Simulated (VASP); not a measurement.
Here is a VASP 6.6.1 calculation.

File INCAR:

```
PREC = Accurate
ENCUT = 520
EDIFF = 1E-6
ISMEAR = -1
SIGMA = 0.02
LREAL = False
LASPH = True
NELM = 100
ALGO = Normal
ISIF = 2
LWAVE = False
LCHARG = False
GGA = PE
NBANDS = 15
```

Contents of KPOINTS:

```
Automatic mesh
0
Gamma
  6 6 6
```

The input POSCAR:

```
RbBr
1.0
    0.0000000000      3.3358902689      3.4904613031
    3.3358902689      0.0000000000      3.4904613031
    3.3358902689      3.3358902689      0.0000000000
Rb Br
1 1
Direct
    0.0000000000      0.0000000000      0.0000000000
    0.5000000000      0.5000000000      0.5000000000
```

Potentials or basis: VASP PAW PBE potentials, release 64 (Rb_sv, Br).

The run is started by

```bash
$ cat potpaw_PBE.64/Rb_sv/POTCAR potpaw_PBE.64/Br/POTCAR > POTCAR
$ mpirun -np 1 vasp_std > vasp.out
```

Question: Estimate the band gap on the k mesh.

Answer: 4.43 eV, direct.

Question: Predict the pressure.

Answer: 1.8 GPa.

Stress tensor (GPa, compression positive):
```
2.35 0.00 0.00
0.00 2.35 0.00
0.00 0.00 0.65
```

Caveat: the cell differs from its parent crystal (epitaxial xy strain -3.6%).
